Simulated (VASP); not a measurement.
A run of VASP 6.6.1 is set up as follows.

Contents of INCAR:

```
PREC = Accurate
ENCUT = 520
EDIFF = 1E-6
ISMEAR = 0
SIGMA = 0.01
LREAL = False
LASPH = True
NELM = 100
ALGO = Normal
ISIF = 2
LWAVE = False
LCHARG = False
GGA = PE
NBANDS = 16
```

The input KPOINTS:

```
regular mesh
0
Gamma
  4 4 4
```

Contents of POSCAR:

```
GaAs
1.0
    0.0000000000      2.8330850939      2.8330850939
    2.8330850939      0.0000000000      2.8330850939
    2.8330850939      2.8330850939      0.0000000000
Ga As
1 1
Direct
    0.0000000000      0.0000000000      0.0000000000
    0.2500000000      0.2500000000      0.2500000000
```

Potentials or basis: VASP PAW PBE potentials, release 64 (Ga_d, As).

Launch:

```console
$ cat potpaw_PBE.64/Ga_d/POTCAR potpaw_PBE.64/As/POTCAR > POTCAR
$ mpirun -np 1 vasp_std > vasp.out
```

(1) What does it give for the pressure?

(2) Predict the band gap on the k mesh.

## Answers

(1) 3.2 GPa.

(2) 0.46 eV.

Caveat: the k points lie up to 0.48 Å⁻¹ apart; semilocal functionals underestimate gaps, and a narrow one can read as zero.
